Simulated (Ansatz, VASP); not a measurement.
## Hf: VASP beside Ansatz

File INCAR:

```
SYSTEM = Hf
ALGO     = Normal         ! electronic algorithm
EDIFF    = 1E-7           ! SCF threshold, eV
ENCUT    = 520            ! plane-wave cutoff, eV
GGA      = PS             ! functional
ISIF     = 2              ! what is computed and relaxed
ISMEAR   = -1             ! smearing method
LASPH    = .TRUE.         ! aspherical terms in the spheres
LCHARG   = .FALSE.        ! write CHGCAR
LREAL    = .FALSE.        ! projectors in reciprocal space
LWAVE    = .FALSE.        ! write WAVECAR
NBANDS   = 17             ! bands
NELM     = 100            ! most SCF steps
PREC     = Accurate       ! precision mode
SIGMA    = 0.05           ! smearing width, eV
```

Contents of KPOINTS:

```
k-points
0
G
  13 13 7
  0 0 0
```

The input POSCAR:

```
Hf
1.0
    3.2178693301      0.0000000000      0.0000000000
   -1.6089346650      2.7867565859      0.0000000000
    0.0000000000      0.0000000000      5.0912963404
Hf
2
Direct
    0.3333333333      0.6666666667      0.2500000000
    0.6666666667      0.3333333333      0.7500000000
```

Input for Ansatz:

```yaml
crystal:
  lattice:
    - [3.2178693301, 0.0, 0.0]
    - [-1.608934665, 2.7867565859, 0.0]
    - [0.0, 0.0, 5.0912963404]
  atoms:
    - { symbol: Hf, position: [0.3333333333, 0.6666666667, 0.25] }
    - { symbol: Hf, position: [0.6666666667, 0.3333333333, 0.75] }
kpoints:
  mp_grid: { grid: [13, 13, 7] }
  band_path:
    path:
      - [0.0, 0.0, 0.0]
      - [0.5, 0.0, 0.0]
      - [0.3333333333, 0.3333333333, 0.0]
      - [0.0, 0.0, 0.0]
      - [0.0, 0.0, 0.5]
      - [0.5, 0.0, 0.5]
      - [0.3333333333, 0.3333333333, 0.5]
      - [0.0, 0.0, 0.5]
      - [0.5, 0.0, 0.5]
    npoints: 5
scf:
  occupations: { method: fermi_dirac, width: 0.05 }
hamiltonian:
  xc: pbesol
  pseudopotentials: { kind: all_electron, lapw: { basis_error: 0.0005 } }
output:
  forces: true
  stress: true
  eigenvalues: true
```

Change from the starting cell: volume scaled by 1.02.

Alike in both runs: task single point; functional PBEsol; k mesh 13 × 13 × 7; occupations fermi-dirac, width 0.05 eV; no spin polarisation.

|  | VASP | Ansatz |
| --- | --- | --- |
| version | VASP 6.6.1 | Ansatz 0.2.0 |
| potentials or method | VASP PAW PBE potentials, release 64 (Hf_pv), cutoff 520 eV | all-electron LAPW, scalar-relativistic |

```tsv
	VASP	Ansatz	Ansatz less VASP
pressure (GPa)	-6.0	-5.6	+0.40
traceless stress, the component that is largest in VASP (GPa)	-0.27	-0.21	+0.061
```

VASP's potentials were made for PBE, not for PBEsol. Ansatz ran all-electron here, and VASP with PAW potentials.

Neither program's run includes spin-orbit coupling.
